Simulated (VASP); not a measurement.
# GdB (Fm-3m) in VASP: single point with PBEsol

Aim: the single point of GdB with PBEsol.

Program: VASP 6.6.1. These are calculated values, not measurements. Logs are shortened: lines on timing, memory, paths and dates and some standing lists are left out, and cuts for length are marked.

### 1 The cell of the first run

Symmetry: Fm-3m, No. 225, cubic system. The conventional cell has a = 5.310 Å, b = 5.310 Å, c = 5.310 Å, α = 90.00°, β = 90.00°, γ = 90.00°. Within 3.5 Å of Gd (site symmetry m-3m) lie 6 B at 2.65 Å. Within 3.5 Å of B (site symmetry m-3m) lie 6 Gd at 2.65 Å.

### 2 Single point, PBEsol, collinear spin, ferromagnetic start

POSCAR reads:

```
GdB
1.0
    0.0000000000      2.6548066399      2.6548066399
    2.6548066399      0.0000000000      2.6548066399
    2.6548066399      2.6548066399      0.0000000000
Gd B
1 1
Direct
    0.5000000000      0.5000000000      0.5000000000
    0.0000000000      0.0000000000      0.0000000000
```

INCAR.step1 reads:

```
ALGO     = Normal         # electronic algorithm
EDIFF    = 1E-7           # SCF threshold, eV
ENCUT    = 520            # plane-wave cutoff, eV
GGA      = PS             # functional
ISIF     = 2              # what is computed and relaxed
ISMEAR   = 0              # smearing method
ISPIN    = 2              # spin polarisation
LASPH    = T              # aspherical terms in the spheres
LCHARG   = T              # write CHGCAR
LMAXMIX  = 6              # l up to which the mixer works
LREAL    = F              # projectors in reciprocal space
LWAVE    = F              # write WAVECAR
MAGMOM   = 7.8 0          # initial moments
NBANDS   = 22             # bands
NELM     = 150            # most SCF steps
PREC     = Accurate       # precision mode
SIGMA    = 0.05           # smearing width, eV
```

KPOINTS.step1 reads:

```
k-points
0
Gamma
  10 10 10
```

INCAR.step2 reads:

```
ALGO     = Normal         # electronic algorithm
EDIFF    = 1E-7           # SCF threshold, eV
ENCUT    = 520            # plane-wave cutoff, eV
GGA      = PS             # functional
ICHARG   = 11             # starting density
ISIF     = 2              # what is computed and relaxed
ISMEAR   = -5             # smearing method
ISPIN    = 2              # spin polarisation
LASPH    = T              # aspherical terms in the spheres
LCHARG   = F              # write CHGCAR
LMAXMIX  = 6              # l up to which the mixer works
LORBIT   = 10             # projections on sites
LREAL    = F              # projectors in reciprocal space
LWAVE    = F              # write WAVECAR
MAGMOM   = 7.8 0          # initial moments
NBANDS   = 22             # bands
NEDOS    = 2001           # points of the DOS
NELM     = 150            # most SCF steps
PREC     = Accurate       # precision mode
SIGMA    = 0.05           # smearing width, eV
```

KPOINTS.step2 reads:

```
k-points
0
Gamma
  15 15 15
```

Potentials or basis: VASP PAW PBE potentials, release 64 (Gd, B).

Started as:

```
$ cat potpaw_PBE.64/Gd/POTCAR potpaw_PBE.64/B/POTCAR > POTCAR
$ cp INCAR.step1 INCAR
$ cp KPOINTS.step1 KPOINTS
$ mpirun -np 1 vasp_std > vasp.out
$ cp INCAR.step2 INCAR
$ cp KPOINTS.step2 KPOINTS
$ mpirun -np 1 vasp_std > vasp.out
```

OUTCAR:

```text
EDIFF = 1E-7
   ENCUT = 520
   GGA = PS
   ICHARG = 11
   ISIF = 2
   ISMEAR = -5
   ISPIN = 2
   LASPH = T
   LORBIT = 10
   LREAL = F
   NELM = 150
   PREC = Accurate

 ion  position               nearest neighbor table
   1  0.500  0.500  0.500-   2 2.65   2 2.65   2 2.65   2 2.65   2 2.65   2 2.65
   2  0.000  0.000  0.000-   1 2.65   1 2.65   1 2.65   1 2.65   1 2.65   1 2.65

  LATTYP: Found a face centered cubic cell.
 ALAT       =     5.3096132798

  Lattice vectors:

 A1 = (   0.0000000000,   2.6548066399,   2.6548066399)
 A2 = (   2.6548066399,   0.0000000000,   2.6548066399)
 A3 = (   2.6548066399,   2.6548066399,   0.0000000000)

Analysis of symmetry for initial positions (statically):
=====================================================================
 Subroutine PRICEL returns:
 Original cell was already a primitive cell.

 Routine SETGRP: Setting up the symmetry group for a
 face centered cubic supercell.

 Subroutine GETGRP returns: Found 48 space group operations
 (whereof 48 operations were pure point group operations)
 out of a pool of 48 trial point group operations.

The static configuration has the point symmetry O_h .

Analysis of symmetry for dynamics (positions and initial velocities):
=====================================================================
 Subroutine PRICEL returns:
 Original cell was already a primitive cell.

 Routine SETGRP: Setting up the symmetry group for a
 face centered cubic supercell.

 Subroutine GETGRP returns: Found 48 space group operations
 (whereof 48 operations were pure point group operations)
 out of a pool of 48 trial point group operations.

The dynamic configuration has the point symmetry O_h .

Analysis of structural, dynamic, and magnetic symmetry:
=====================================================================
 Subroutine PRICEL returns:
 Original cell was already a primitive cell.

 Routine SETGRP: Setting up the symmetry group for a
 face centered cubic supercell.

 Subroutine GETGRP returns: Found 48 space group operations
 (whereof 48 operations were pure point group operations)
 out of a pool of 48 trial point group operations.

The overall configuration has the point symmetry O_h .

 Subroutine INISYM returns: Found 48 space group operations
 (whereof 48 operations are pure point group operations),
[... 117 lines left out ...]
     AMIX     =   0.40;   BMIX     =  1.00
     AMIX_MAG =   1.60;   BMIX_MAG =  1.00
  volume/ion in A,a.u.               =      18.71       126.27
  Fermi-wavevector in a.u.,A,eV,Ry     =   1.350325  2.551745 24.808565  1.823378
  Thomas-Fermi vector in A             =   2.477839
   LORBIT       =     10    0 simple, 1 ext, 2 COOP (PROOUT), +10 PAW based schemes
   GGA     = PS    functional components
   LHFCALC =     F    Hartree Fock is set to
   AEXX    =    0.0000 exact exchange contribution
   IVDW    =     0    specifies the selected vdW correction
   LEPSILON=     F    determine dielectric tensor
   LRPA    =     F    only Hartree local field effects (RPA)
 spin polarized calculation
 Fermi weights with tetrahedron method with Bloechl corrections
  energy-cutoff  :      520.00
  volume of cell :       37.42
 maximum number of plane-waves:      1025

 number of electron      21.0000000 magnetization       8.0854547

 Free energy of the ion-electron system (eV)
  ---------------------------------------------------
  ext. energy  EPLUGINS =         0.00000000
  ---------------------------------------------------
  free energy    TOTEN  =       -18.30308787 eV

  energy without entropy =      -18.30308787  energy(sigma->0) =      -18.30308787

 E-fermi :   2.9193     XC(G=0): -10.8832

 val. band max:        2.9384818908   @ k =   0.3333   0.1333   0.0000
 cond. band min:       2.9023897429   @ k =  -0.2000   0.2000   0.0000
 fundamental gap:     -0.0360921479
 Fermi energy:         2.9192527023

 spin component 1

 k-point     1 :       0.0000    0.0000    0.0000
  band No.  band energies     occupation
      1     -41.1229      1.00000
      2     -18.2996      1.00000
      3     -18.2996      1.00000
      4     -18.2996      1.00000
      5      -4.9779      1.00000
      6      -0.9403      1.00000
[... 589 lines left out ...]
     21      12.1677      0.00000
     22      14.1255      0.00000

 [... further k-points ...]

 spin component 2

 k-point     1 :       0.0000    0.0000    0.0000
  band No.  band energies     occupation
      1     -37.8974      1.00000
      2     -15.9079      1.00000
      3     -15.9079      1.00000
      4     -15.9079      1.00000
      5      -4.1237      1.00000
      6       3.8048      0.00000
[... 589 lines left out ...]
     21      13.0958      0.00000
     22      15.2445      0.00000

 [... further k-points ...]

------------------------ aborting loop because EDIFF is reached ----------------------------------------

  FORCE on cell =-STRESS in cart. coord.  units (eV):
  Direction    XX          YY          ZZ          XY          YZ          ZX
  --------------------------------------------------------------------------------------
  -------------------------------------------------------------------------------------
  Total       -0.0270725     -0.0270725     -0.0270725     -0.0000000     -0.0000000      0.0000000
  in kB       -1.1590700     -1.1590700     -1.1590700     -0.0000000     -0.0000000      0.0000000
  external PRESSURE =      -1.1590700 kB  Pullay stress =       0.0000000 kB

 VOLUME and BASIS-vectors are now :
 -----------------------------------------------------------------------------
  energy-cutoff  :      520.00
  volume of cell :       37.42
      direct lattice vectors                 reciprocal lattice vectors
     0.000000000  2.654806640  2.654806640    -0.188337634  0.188337634  0.188337634
     2.654806640  0.000000000  2.654806640     0.188337634 -0.188337634  0.188337634
     2.654806640  2.654806640  0.000000000     0.188337634  0.188337634 -0.188337634

 POSITION                                       TOTAL-FORCE (eV/Angst)
 -----------------------------------------------------------------------------------
      2.65481      2.65481      2.65481         0.000000     -0.000000     -0.000000
      0.00000      0.00000      0.00000        -0.000000      0.000000      0.000000
 -----------------------------------------------------------------------------------
    total drift:                                0.000000      0.000000      0.000000

  FREE ENERGIE OF THE ION-ELECTRON SYSTEM (eV)
  ---------------------------------------------------
  free  energy   TOTEN  =       -18.3030878721 eV

  energy  without entropy=      -18.3030878721  energy(sigma->0) =      -18.30308787

 total charge

# of ion       s       p       d       f       tot
--------------------------------------------------
    1        2.045   5.594   0.629   6.941  15.210
    2        0.780   0.866   0.000   0.000   1.645
--------------------------------------------------
tot          2.825   6.460   0.629   6.941  16.855

 magnetization (x)

# of ion       s       p       d       f       tot
--------------------------------------------------
    1       -0.003  -0.031   0.221   6.834   7.020
    2       -0.003   0.231   0.000   0.000   0.228
--------------------------------------------------
tot         -0.007   0.200   0.221   6.834   7.248
```

It took 4.1 min on 1 thread of AMD EPYC 9R45 (Zen 5), shared host; peak memory 0.27 GiB.

What came out:

```
Net moment                                            : 8.09 μB per cell
Site moments                                          : Gd +7.02; B +0.23 μB
Valence electrons inside the program's atomic spheres : Gd 15.21; B 1.65
```

Caveat: the PAW data sets were made with another functional, which shifts forces and pressure a little; spin-orbit coupling is left out, which moves the levels of the heavy elements; a cell with one magnetic atom can't hold antiferromagnetic order, which such compounds often take; semilocal functionals describe open f shells poorly, which spoils levels, moments and volumes.
